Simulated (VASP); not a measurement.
The system is NaCl.

```xyz
2
Lattice="3.4307 0.0000 0.0000 0.0000 3.4307 0.0000 0.0000 0.0000 3.4307" Properties=species:S:1:pos:R:3 pbc="T T T"
Cl    1.7153    1.7153    1.7153
Na    0.0000    0.0000    0.0000
```

This cell differs from its parent crystal: volume scaled by 0.94.

Base run:

```yaml
Program: VASP 6.6.1
Functional: PBE
Potentials_or_basis: VASP PAW PBE potentials, release 64 (Cl, Na_pv)
Cutoff: 520 eV
k_mesh: 8 × 8 × 8
Occupations: fermi-dirac, width 0.05 eV
Spin: no spin polarisation
```

Its results: band gap on the k mesh 4.20 eV, indirect (least direct gap 4.74 eV); pressure 1.9 GPa.

The run is repeated on the same cell with these changes: functional from PBE to r2SCAN; further incar settings from ALGO = Normal; EDIFF = 1e-07; NBANDS = 14 to ALGO = Normal; EDIFF = 1e-06; NBANDS = 14. What comes out?

Band gap on the k mesh 5.05 eV, indirect (least direct gap 5.61 eV); pressure 0.6 GPa.

Caveats: the PAW data sets were made with another functional, which shifts forces and pressure a little (some runs).

A k mesh can miss the band edges.
